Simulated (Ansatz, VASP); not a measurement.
## ZrB: VASP beside Ansatz

```xyz
2
Lattice="0.0000 2.3948 2.3599 2.3948 0.0000 2.3599 2.3948 2.3948 0.0000" Properties=species:S:1:pos:R:3 pbc="T T T"
Zr    0.0000    0.0000    0.0000
B     2.3948    2.3948    2.3599
```

Change from the starting cell: strain +0.030 along x and y, +0.015 along z, atoms carried along.

Alike in both runs: task single point; functional PBE; k mesh 18 × 18 × 18; occupations gaussian, width 0.15 eV; no spin polarisation.

```csv
,VASP,Ansatz
version,VASP 6.6.1,Ansatz 0.2.0
potentials or method,"VASP PAW PBE potentials, release 64 (Zr_sv, B), cutoff 520 eV","scalar-relativistic, plane waves, PAW"
valence electrons in the cell,15,15
```

Ansatz gave:

```
gap on the k mesh at the Fermi level (eV)                     : none
pressure (GPa)                                                : 16.3
traceless stress, the component that is largest in VASP (GPa) : 3.94
```

Q: What did VASP give for the same quantities?

A: gap on the k mesh at the Fermi level (eV): none; pressure (GPa): 16.4; traceless stress, the component that is largest in VASP (GPa): 3.95.

A gap of «none» marks a metal or a gap that the smearing closes. With one functional, cell and mesh, what is left measures potentials, basis and numerics.
